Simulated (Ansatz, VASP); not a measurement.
# NbSb: VASP beside Ansatz

The input POSCAR:

```
NbSb
1.0
    0.0000000000      3.0920901053      3.0920901053
    3.0920901053      0.0000000000      3.0920901053
    3.0920901053      3.0920901053      0.0000000000
Nb Sb
1 1
Direct
    0.0000000000      0.0000000000      0.0000000000
    0.2500000000      0.2500000000      0.2500000000
```

Contents of INCAR.step1:

```
ALGO = Normal
EDIFF = 1E-4
ENCUT = 520
GGA = PE
ISMEAR = 0
LASPH = T
LCHARG = F
LREAL = F
LWAVE = T
NBANDS = 16
NELM = 100
PREC = Accurate
SIGMA = 0.05
```

Contents of INCAR.step2:

```
ALGO = Normal
EDIFF = 1E-7
ENCUT = 520
ISIF = 2
ISMEAR = 0
ISTART = 1
LASPH = T
LCHARG = F
LMIXTAU = T
LREAL = F
LWAVE = F
METAGGA = R2SCAN
NBANDS = 16
NELM = 100
PREC = Accurate
SIGMA = 0.05
```

Contents of KPOINTS:

```
k-points
0
Gamma
  10 10 10
```

Input for Ansatz:

```yaml
crystal:
  lattice:
    - [0.0, 3.0920901053, 3.0920901053]
    - [3.0920901053, 0.0, 3.0920901053]
    - [3.0920901053, 3.0920901053, 0.0]
  atoms:
    - { symbol: Nb, position: [0.0, 0.0, 0.0] }
    - { symbol: Sb, position: [0.25, 0.25, 0.25] }
basis:
  ecutwfc: 500
  ecutrho_ratio: 4
kpoints:
  mp_grid: { grid: [10, 10, 10] }
hamiltonian:
  xc: r2scan
scf:
  occupations: { method: gaussian, width: 0.05 }
output:
  forces: true
  stress: true
  eigenvalues: true
```

Alike in both runs: task single point; functional r2SCAN; k mesh 10 × 10 × 10; occupations gaussian, width 0.05 eV; no spin polarisation.

|  | VASP | Ansatz |
| --- | --- | --- |
| version | VASP 6.6.1 | Ansatz 0.2.0 |
| potentials or method | VASP PAW PBE potentials, release 64 (Nb_sv, Sb), cutoff 520 eV | scalar-relativistic, plane waves, PAW |
| valence electrons in the cell | 18 | 28 |

|  | VASP | Ansatz | Ansatz less VASP |
| --- | --- | --- | --- |
| gap on the k mesh at the Fermi level (eV) | none | none | - |
| pressure (GPa) | 3.2 | 3.2 | +0.04 |

VASP's potentials were made for PBE, not for r2SCAN. A gap of «none» marks a metal or a gap that the smearing closes. VASP's potentials hold 18 valence electrons a cell and Ansatz's 28, so a difference there can come from the potentials and not from the codes.

Spin-orbit coupling is off throughout.
